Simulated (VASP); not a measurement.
A run of VASP 6.6.1 is set up as follows.

The input INCAR:

```
SYSTEM = Mo2Os
  PREC = Accurate
  ENCUT = 600
  EDIFF = 1E-7
  ISMEAR = 0
  SIGMA = 0.1
  LREAL = .False.
  LASPH = .True.
  NELM = 100
  ALGO = Normal
  ISIF = 3
  LWAVE = .False.
  LCHARG = .False.
  GGA = PE
  IBRION = 2
  NSW = 90
  EDIFFG = -0.04
```

Contents of KPOINTS:

```
regular mesh
0
Gamma
  6 6 6
  0 0 0
```

Contents of POSCAR:

```
Mo2Os
1.0
    4.3917151187      0.0000000000      0.0000000000
   -2.1958575594      3.8033368590      0.0000000000
    0.0000000000      0.0000000000      2.7696207379
Mo Os
2 1
Direct
    0.3333333333      0.6666666667      0.5000000000
    0.6666666667      0.3333333333      0.5000000000
    0.0000000000      0.0000000000      0.0000000000
```

Potentials or basis: VASP PAW PBE potentials, release 64 (Mo_sv, Os).

The run is started by

```console
$ cat potpaw_PBE.64/Mo_sv/POTCAR potpaw_PBE.64/Os/POTCAR > POTCAR
$ mpirun -np 1 vasp_std > vasp.out
```

Problem. Predict the relaxed cell.

Solution. a = 4.420 Å, b = 4.420 Å, c = 2.732 Å, α = 90.00°, β = 90.00°, γ = 120.00°.

Problem. Predict the band gap on the k mesh.

Solution. Zero (bands 18 and 19 overlap by 1.26 eV).

Problem. Predict the relaxed volume.

Solution. 15.41 Å³/atom.

Final structure:
```
Mo Os
1.0
     4.42045    0.00000    0.00000
    -2.21023    3.82822    0.00000
     0.00000    0.00000    2.73210
Mo Os
2 1
Direct
  0.33333 0.66667 0.50000
  0.66667 0.33333 0.50000
  0.00000 0.00000 0.00000
```

Caveat: the k points lie up to 0.38 Å⁻¹ apart in the final cell, too coarse for converged energies and pressures of a metal; spin-orbit coupling is left out, which moves the levels of the heavy elements.
